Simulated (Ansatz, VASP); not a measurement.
## One calculation of Al3N, two programs

```
Al N
1.0
     2.85676    0.00000    0.00000
     0.00000    2.85676    0.00000
     0.00000    0.00000   21.17470
Al N
3 1
Direct
  0.50000 0.50000 0.18890
  0.00000 0.00000 0.28736
  0.50000 0.50000 0.38606
  0.50000 0.00000 0.44556
```

Alike in both runs: task single point; functional PBE; k mesh 9 × 9 × 1; occupations gaussian, width 0.1 eV; collinear spin.

|  | VASP | Ansatz |
| --- | --- | --- |
| version | VASP 6.6.1 | Ansatz 0.2.0 |
| potentials or method | VASP PAW PBE potentials, release 64 (Al, N), cutoff 520 eV | scalar-relativistic, plane waves, PAW |
| valence electrons in the cell | 14 | 14 |

Ansatz gave:

```
gap on the k mesh at the Fermi level (eV) : none
rms of the force components (eV/Å)        : 0.895
net moment per atom (μB)                  : 0.00
```

Question: What did VASP give for the same quantities?

Answer: gap on the k mesh at the Fermi level (eV): none; rms of the force components (eV/Å): 0.888; net moment per atom (μB): 0.00.

Atom by atom the forces differ by 0.007 eV/Å (rms over components). A gap of «none» marks a metal or a gap that the smearing closes. Ansatz's warnings: seeded moment not kept, vacuum below fermi.
